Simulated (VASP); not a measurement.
A run of VASP 6.6.1 is set up as follows.

INCAR

```
SYSTEM = HgTe
ALGO = Normal
EDIFF = 1E-6
ENCUT = 520
GGA = CA
ISIF = 2
ISMEAR = -1
LASPH = .True.
LCHARG = .False.
LREAL = .False.
LWAVE = .False.
NBANDS = 16
NELM = 60
PREC = Accurate
SIGMA = 0.05
```

KPOINTS

```
k-points
0
Gamma
  10 10 10
  0 0 0
```

The input POSCAR:

```
HgTe
1.0
   -3.0657731441      3.0657731441      1.5697375195
    3.0657731441     -3.0657731441      1.5697375195
    3.0657731441      3.0657731441     -1.5697375195
Hg Te
1 1
Direct
    0.7500000000      0.2500000000      0.5000000000
    0.0000000000      0.0000000000      0.0000000000
```

Potentials or basis: VASP PAW LDA potentials, release 64 (Hg, Te).

Run with:

```bash
$ cat potpaw_LDA.64/Hg/POTCAR potpaw_LDA.64/Te/POTCAR > POTCAR
$ mpirun -np 1 vasp_std > vasp.out
```

(1) Estimate the band gap on the k mesh.

(2) What does it give for the pressure?

Results:

(1) zero (band 9 reaches 5.42 eV, above the bottom of band 10 at 2.15 eV).

(2) -5.3 GPa.

Caveat: spin-orbit coupling is left out, which moves the levels of the heavy elements.
